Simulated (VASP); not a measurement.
A run of VASP 6.6.1:

INCAR

```
SYSTEM = CuAu
ALGO     = Normal         ! electronic algorithm
EDIFF    = 1E-6           ! SCF threshold, eV
ENCUT    = 520            ! plane-wave cutoff, eV
GGA      = PE             ! functional
GGA_COMPAT= .FALSE.      
ISIF     = 2              ! what is computed and relaxed
ISMEAR   = 1              ! smearing method
LASPH    = .TRUE.         ! aspherical terms in the spheres
LCHARG   = .TRUE.         ! write CHGCAR
LELF     = .TRUE.         ! ELF
LREAL    = .FALSE.        ! projectors in reciprocal space
LVHAR    = .TRUE.       
LWAVE    = .FALSE.        ! write WAVECAR
NBANDS   = 54             ! bands
NELM     = 120            ! most SCF steps
PREC     = Accurate       ! precision mode
SIGMA    = 0.1            ! smearing width, eV
```

The input KPOINTS:

```
k-points
0
G
  2 2 2
  0 0 0
```

POSCAR

```
CuAu
1.0
    5.6214980000      0.0000000000      0.0000000000
    0.0000000000      5.6214980000      0.0000000000
    0.0000000000      0.0000000000      3.6850000000
Cu Au
4 4
Direct
    0.2574418776      0.2482309875      0.4957484396
    0.2490071152      0.7528914891      0.4905663501
    0.7526168292      0.2491837585      0.4994056988
    0.7437167104      0.7494874142      0.5049744912
    0.0031434682     -0.0024160820     -0.0047332429
    0.0007581609      0.4995707550      0.0011213026
    0.4949492110      0.0037900930      0.0088550882
    0.5002515344      0.4991219422     -0.0022409769
```

Potentials or basis: VASP PAW PBE potentials, release 64 (Cu, Au).

The run is started by

```bash
$ cat potpaw_PBE.64/Cu/POTCAR potpaw_PBE.64/Au/POTCAR > POTCAR
$ mpirun -np 1 vasp_std > vasp.out
```

Hardware: 1 thread of Intel(R) Xeon(R) Platinum 8259CL CPU @ 2.50GHz (Skylake/Cascade Lake) (shared host).

Question: How long does it take, and how much memory?

Answer: Run time: 69 s on 1 thread of Intel(R) Xeon(R) Platinum 8259CL CPU @ 2.50GHz (Skylake/Cascade Lake) (shared host), peak memory 0.23 GiB. Counts: scf iterations 18, k points 8.
